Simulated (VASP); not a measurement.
The system is CdSe.

```
CELL_PARAMETERS angstrom
0.00000 2.92024 2.92024
2.92024 0.00000 2.92024
2.92024 2.92024 0.00000
ATOMIC_POSITIONS crystal
Cd 0.00000 0.00000 0.00000
Se 0.75000 0.75000 0.75000
```

This cell differs from its parent crystal: strain -4.8%.

Base run:

* Program: VASP 6.6.1
* Functional: r2SCAN
* Potentials or basis: VASP PAW PBE potentials, release 64 (Cd, Se)
* Cutoff: 550 eV
* k mesh: 8 × 8 × 8
* Occupations: gaussian, width 0.01 eV
* Spin: no spin polarisation

Its results: band gap on the k mesh 1.35 eV; pressure 11.0 GPa.

The run is repeated on the same cell with these changes: functional from r2SCAN to HSE06; cutoff from 550 eV to 400 eV; k mesh from 8 × 8 × 8 to 6 × 6 × 6. What comes out?

Band gap on the k mesh 1.84 eV; pressure 10.7 GPa.

Several settings changed at once.

Caveats: the cell stands under pressure; the PAW data sets were made with another functional, which shifts forces and pressure a little.

